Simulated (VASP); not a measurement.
Input of a VASP 6.6.1 run:

File INCAR:

```
  PREC = Accurate
  ENCUT = 520
  EDIFF = 1E-6
  ISMEAR = 0
  SIGMA = 0.15
  LREAL = False
  LASPH = True
  NELM = 100
  ALGO = Fast
  ISIF = 2
  LWAVE = False
  LCHARG = False
  GGA = PS
  NBANDS = 11
```

The input KPOINTS:

```
Automatic mesh
0
Gamma
  20 20 20
```

The input POSCAR:

```
Pd
1.0
    0.0291735000      1.9449000000      1.9449000000
    1.9740735000      0.0000000000      1.9740735000
    1.9449000000      1.9449000000      0.0291735000
Pd
1
Direct
    0.0000000000      0.0000000000      0.0000000000
```

Potentials or basis: VASP PAW PBE potentials, release 64 (Pd).

The run is started by

```sh
$ cat potpaw_PBE.64/Pd/POTCAR > POTCAR
$ mpirun -np 1 vasp_std > vasp.out
```

(1) What does it give for the band gap on the k mesh?

(2) Predict the pressure.

Answers

(1) zero (band 5 reaches 9.97 eV, above the bottom of band 6 at 8.33 eV).

(2) -2.3 GPa.

Caveat: the cell differs from its parent crystal (strain +0.0300 x Voigt [0, 0, 0, 0, 1, 0]); the PAW data sets were made with another functional, which shifts forces and pressure a little.
